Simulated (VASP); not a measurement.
# Si8O in VASP: single point with PBE

Aim: the single point of Si8O with PBE.

All numbers are computed with VASP 6.6.1; they aren't measurements. Logs are shortened: lines on timing, memory, paths and dates and some standing lists are left out, and cuts for length are marked.

## 1. The cell of the first run

The cell holds a slab with vacuum, 9 atoms: a = 3.851 Å, b = 3.851 Å, c = 25.746 Å, α = 90.00°, β = 90.00°, γ = 120.00°.

## 2. Single point, PBE, collinear spin, ferromagnetic start

INCAR reads:

```
SYSTEM = Si8O
ALGO = Normal ; DIPOL = 0.5 0.5 0.383
EDIFF = 1E-6 ; ENCUT = 520
GGA = PE ; IDIPOL = 3
ISIF = 2 ; ISMEAR = 0
ISPIN = 2 ; LASPH = .True.
LCHARG = .False. ; LDIPOL = .True.
LORBIT = 11 ; LREAL = .False.
LWAVE = .False. ; MAGMOM = 0 0 0 0 0 0 0 0 2
NBANDS = 33 ; NELM = 150
PREC = Accurate ; SIGMA = 0.05
```

KPOINTS reads:

```
k-points
0
Gamma
  9 9 1
  0 0 0
```

POSCAR reads:

```
Si8O
1.0
    3.8510821792      0.0000000000      0.0000000000
   -1.9255410896      3.3351349992      0.0000000000
    0.0000000000      0.0000000000     25.7458745107
Si O
8 1
Direct
    0.6666666667      0.3333333334      0.1553646973
    0.3333333333      0.6666666666      0.1864797868
    0.3333333333      0.6666666666      0.2789705438
    0.6666666667      0.3333333334      0.3100856332
    0.6666666667      0.3333333334      0.4023777075
    0.3333333333      0.6666666666      0.4328816163
    0.3333333333      0.6666666666      0.5270845181
    0.6666666667      0.3333333334      0.5533264953
    1.0000000000      0.5000000000      0.5975734177
```

Potentials or basis: VASP PAW PBE potentials, release 64 (Si, O).

Run with:

```
$ cat potpaw_PBE.64/Si/POTCAR potpaw_PBE.64/O/POTCAR > POTCAR
$ mpirun -np 1 vasp_std > vasp.out
```

OUTCAR:

```text
SYSTEM = Si8O
   EDIFF = 1E-6
   ENCUT = 520
   GGA = PE
   ISIF = 2
   ISMEAR = 0
   ISPIN = 2
   LASPH = .True.
   LORBIT = 11
   LREAL = .False.
   NELM = 150
   PREC = Accurate

 ion  position               nearest neighbor table
   1  0.667  0.333  0.155-   2 2.36   2 2.36   2 2.36
   2  0.333  0.667  0.186-   1 2.36   1 2.36   1 2.36   3 2.38
   3  0.333  0.667  0.279-   4 2.36   4 2.36   4 2.36   2 2.38
   4  0.667  0.333  0.310-   3 2.36   3 2.36   3 2.36   5 2.38
   5  0.667  0.333  0.402-   6 2.36   6 2.36   6 2.36   4 2.38
   6  0.333  0.667  0.433-   5 2.36   5 2.36   5 2.36   7 2.43
   7  0.333  0.667  0.527-   9 2.13   8 2.32   8 2.32   8 2.32   6 2.43
   8  0.667  0.333  0.553-   9 1.59   7 2.32   7 2.32   7 2.32
   9  0.000  0.500  0.598-   8 1.59   7 2.13

  LATTYP: Found a hexagonal cell.
 ALAT       =     3.8510821792
 C/A-ratio  =     6.6853609746

  Lattice vectors:

 A1 = (   3.8510821792,   0.0000000000,   0.0000000000)
 A2 = (  -1.9255410896,   3.3351349992,   0.0000000000)
 A3 = (   0.0000000000,   0.0000000000,  25.7458745107)

Analysis of symmetry for initial positions (statically):
=====================================================================
 Subroutine PRICEL returns:
 Original cell was already a primitive cell.

 Routine SETGRP: Setting up the symmetry group for a
 hexagonal supercell.

 Subroutine GETGRP returns: Found  2 space group operations
 (whereof  2 operations were pure point group operations)
 out of a pool of 24 trial point group operations.

The static configuration has the point symmetry C_1h.

Analysis of symmetry for dynamics (positions and initial velocities):
=====================================================================
 Subroutine PRICEL returns:
 Original cell was already a primitive cell.

 Routine SETGRP: Setting up the symmetry group for a
 hexagonal supercell.

 Subroutine GETGRP returns: Found  2 space group operations
 (whereof  2 operations were pure point group operations)
 out of a pool of 24 trial point group operations.

The dynamic configuration has the point symmetry C_1h.

Analysis of structural, dynamic, and magnetic symmetry:
=====================================================================
 Subroutine PRICEL returns:
 Original cell was already a primitive cell.

 Routine SETGRP: Setting up the symmetry group for a
 hexagonal supercell.

 Subroutine GETGRP returns: Found  2 space group operations
 (whereof  2 operations were pure point group operations)
 out of a pool of 24 trial point group operations.

The overall configuration has the point symmetry C_1h.

 Subroutine INISYM returns: Found  2 space group operations
 (whereof  2 operations are pure point group operations),
 and found     1 'primitive' translations

----------------------------------------------------------------------------------------

                                     Primitive cell

  volume of cell :     330.6769

  direct lattice vectors                    reciprocal lattice vectors
     3.851082179  0.000000000  0.000000000     0.259667271  0.149918969  0.000000000
    -1.925541090  3.335134999  0.000000000     0.000000000  0.299837938  0.000000000
     0.000000000  0.000000000 25.745874511     0.000000000  0.000000000  0.038841174

  length of vectors
     3.851082179  3.851082179 25.745874511     0.299837938  0.299837938  0.038841174

  position of ions in fractional coordinates (direct lattice)
     0.666666667  0.333333333  0.155364697
     0.333333333  0.666666667  0.186479787
     0.333333333  0.666666667  0.278970544
     0.666666667  0.333333333  0.310085633
     0.666666667  0.333333333  0.402377708
     0.333333333  0.666666667  0.432881616
     0.333333333  0.666666667  0.527084518
     0.666666667  0.333333333  0.553326495
     0.000000000  0.500000000  0.597573418

  ion indices of the primitive-cell ions
   primitive index   ion index
                 1           1
                 2           2
                 3           3
                 4           4
                 5           5
                 6           6
                 7           7
                 8           8
                 9           9
[... 67 lines left out ...]
   LSORBIT =      F    spin-orbit coupling
   LASPH  =      T    aspherical Exc in radial PAW
   ENCUT  =  520.0 eV  38.22 Ry    6.18 a.u.   7.16  7.16 47.87*2*pi/ulx,y,z
   NELM   =    150;   NELMIN=  2; NELMDL= -5     # of ELM steps
   EDIFF  = 0.1E-05   stopping-criterion for ELM
   LREAL  =      F    real-space projection
   EDIFFG = 0.1E-04   stopping-criterion for IOM
   NSW    =      0    number of steps for IOM
   IBRION =     -1    ionic relax: 0-MD 1-quasi-New 2-CG
   NFREE  =      0    steps in history (QN), initial steepest desc. (CG)
   ISIF   =      2    stress and relaxation
   ISYM   =      2    0-nonsym 1-usesym 2-fastsym
   POTIM  = 0.5000    time-step for ionic-motion
   TEBEG  =    0.0;   TEEND  =   0.0 temperature during run
   PSTRESS=    0.0 pullay stress
   NELECT =      38.0000    total number of electrons
   NUPDOWN=      -1.0000    fix difference up-down
   EMIN   =  10.00;   EMAX   =-10.00  energy-range for DOS
   EFERMI =   0.00;   METHOD = LEGACY
   ISMEAR =     0;   SIGMA  =   0.05  broadening in eV -4-tet -1-fermi 0-gaus
   EFERMI_NEDOS =   21; number of points for ismear=-14 and -15
   IALGO  =     38    algorithm
   IMIX   =      4    mixing-type and parameters
     AMIX     =   0.40;   BMIX     =  1.00
     AMIX_MAG =   1.60;   BMIX_MAG =  1.00
  volume/ion in A,a.u.               =      36.74       247.95
  Fermi-wavevector in a.u.,A,eV,Ry     =   0.795918  1.504066  8.619083  0.633485
  Thomas-Fermi vector in A             =   1.902339
   LORBIT       =     11    0 simple, 1 ext, 2 COOP (PROOUT), +10 PAW based schemes
   GGA     = PE    functional components
   LHFCALC =     F    Hartree Fock is set to
   AEXX    =    0.0000 exact exchange contribution
   IVDW    =     0    specifies the selected vdW correction
   LEPSILON=     F    determine dielectric tensor
   LRPA    =     F    only Hartree local field effects (RPA)
 spin polarized calculation
 Gauss-broadening in eV      SIGMA  =   0.05
  energy-cutoff  :      520.00
  volume of cell :      330.68
 maximum number of plane-waves:      8938
 NGX is ok and might be reduce to    30
   NGX = 15   NGY = 15   NGZ = 95

 dipolmoment           0.000000      0.000000     -0.027774 electrons x Angstroem

 number of electron      38.0000007 magnetization       0.1963443

 number of electron      38.0000007 magnetization      -0.7351787

 dipolmoment           0.000000      0.000000      0.144622 electrons x Angstroem

 Free energy of the ion-electron system (eV)
  ---------------------------------------------------
  ext. energy  EPLUGINS =         0.00000000
  ---------------------------------------------------
  free energy    TOTEN  =       -47.93708079 eV

  energy without entropy =      -47.93488549  energy(sigma->0) =      -47.93598314

 E-fermi :  -0.0425     XC(G=0):  -5.3376

 val. band max:       -0.0703828924   @ k =   0.2222   0.2222   0.0000
 cond. band min:      -0.0203492474   @ k =   0.0000   0.3333   0.0000
 fundamental gap:      0.0500336449
 Fermi energy:        -0.0425178807

 spin component 1

 k-point     1 :       0.0000    0.0000    0.0000
  band No.  band energies     occupation
      1     -19.0868      1.00000
      2     -11.6991      1.00000
      3     -11.0770      1.00000
      4     -10.2422      1.00000
      5      -9.6399      1.00000
      6      -6.0611      1.00000
[... 805 lines left out ...]
     30       5.5002      0.00000
     31       6.0376      0.00000

 [... further k-points ...]

 spin component 2

 k-point     1 :       0.0000    0.0000    0.0000
  band No.  band energies     occupation
      1     -19.0158      1.00000
      2     -11.7437      1.00000
      3     -11.1601      1.00000
      4     -10.3395      1.00000
      5      -9.6575      1.00000
      6      -6.1789      1.00000
[... 805 lines left out ...]
     30       5.3679      0.00000
     31       5.9324      0.00000

 [... further k-points ...]

 [bands above 31 left out]

------------------------ aborting loop because EDIFF is reached ----------------------------------------

 vacuum level on the upper side and lower side of the slab       (xc-potential included)         0.926        -1.076

  FORCE on cell =-STRESS in cart. coord.  units (eV):
  Direction    XX          YY          ZZ          XY          YZ          ZX
  --------------------------------------------------------------------------------------
  -------------------------------------------------------------------------------------
  Total        2.1482728      1.5872072      0.2222777      0.4858971      0.3639442      0.6303698
  in kB       10.4086919      7.6902481      1.0769677      2.3542414      1.7633620      3.0542325
  external PRESSURE =       6.3919692 kB  Pullay stress =       0.0000000 kB

 VOLUME and BASIS-vectors are now :
 -----------------------------------------------------------------------------
  energy-cutoff  :      520.00
  volume of cell :      330.68
      direct lattice vectors                 reciprocal lattice vectors
     3.851082179  0.000000000  0.000000000     0.259667271  0.149918969  0.000000000
    -1.925541090  3.335134999  0.000000000     0.000000000  0.299837938  0.000000000
     0.000000000  0.000000000 25.745874511     0.000000000  0.000000000  0.038841174

 POSITION                                       TOTAL-FORCE (eV/Angst)
 -----------------------------------------------------------------------------------
      1.92554      1.11171      4.00000         0.002850      0.001645      0.421888
     -0.00000      2.22342      4.80109        -0.012539     -0.007240     -0.540145
     -0.00000      2.22342      7.18234         0.000567      0.000327      0.136222
      1.92554      1.11171      7.98343        -0.003765     -0.002173     -0.084629
      1.92554      1.11171     10.35957         0.054489      0.031459     -0.067705
     -0.00000      2.22342     11.14492        -0.037126     -0.021435      0.033920
     -0.00000      2.22342     13.57025         0.489687      0.282721      0.553325
      1.92554      1.11171     14.24587        -1.328464     -0.766989     -0.565852
     -0.96277      1.66757     15.38505         0.834302      0.481685      0.112975
 -----------------------------------------------------------------------------------
    total drift:                                0.000026      0.000016      0.000219

  FREE ENERGIE OF THE ION-ELECTRON SYSTEM (eV)
  ---------------------------------------------------
  free  energy   TOTEN  =       -47.9370807900 eV

  energy  without entropy=      -47.9348854890  energy(sigma->0) =      -47.93598314

 vacuum level on the upper side and lower side of the slab         6.773         4.734

 total charge

# of ion       s       p       d       tot
------------------------------------------
    1        0.794   0.846   0.000   1.640
    2        0.755   0.912   0.000   1.667
    3        0.760   0.912   0.000   1.672
    4        0.756   0.920   0.000   1.676
    5        0.757   0.921   0.000   1.678
    6        0.766   0.906   0.000   1.672
    7        0.763   0.891   0.000   1.655
    8        0.762   0.937   0.000   1.698
    9        1.595   3.412   0.000   5.007
--------------------------------------------------
tot          7.708  10.656   0.000  18.365

 magnetization (x)

# of ion       s       p       d       tot
------------------------------------------
    1       -0.034  -0.175   0.000  -0.209
    2       -0.003  -0.015   0.000  -0.018
    3       -0.009  -0.038   0.000  -0.046
    4       -0.003  -0.012   0.000  -0.015
    5       -0.002  -0.005   0.000  -0.007
    6        0.003   0.002   0.000   0.006
    7        0.003   0.005   0.000   0.008
    8       -0.000   0.005   0.000   0.004
    9        0.001   0.043   0.000   0.043
--------------------------------------------------
tot         -0.043  -0.192   0.000  -0.235
```

Run time: 41 min. Hardware: 1 thread of Oxide Virtual Turin-like, shared host; peak memory 0.77 GiB.

What came out:

| Item | Value |
| --- | --- |
| Free energy | -47.9371 eV |
| Largest force | 1.635 eV/Å |
| Net moment | -0.74 μB per cell |
| Site moments | Si -0.21, -0.02, -0.05, -0.01, +0.01, +0.00 (each value once); O +0.04 μB |
| Valence electrons inside the program's atomic spheres | Si 1.64, 1.67, 1.68, 1.66, 1.70 (each value once); O 5.01 |

Forces in eV/Å, atoms in the order of the input:
```
Si   0.003  0.002  0.422
Si  -0.013 -0.007 -0.540
Si   0.001  0.000  0.136
Si  -0.004 -0.002 -0.085
Si   0.054  0.031 -0.068
Si  -0.037 -0.021  0.034
Si   0.490  0.283  0.553
Si  -1.328 -0.767 -0.566
O    0.834  0.482  0.113
```

Caveat: a moment this small can come from the mesh or the smearing.
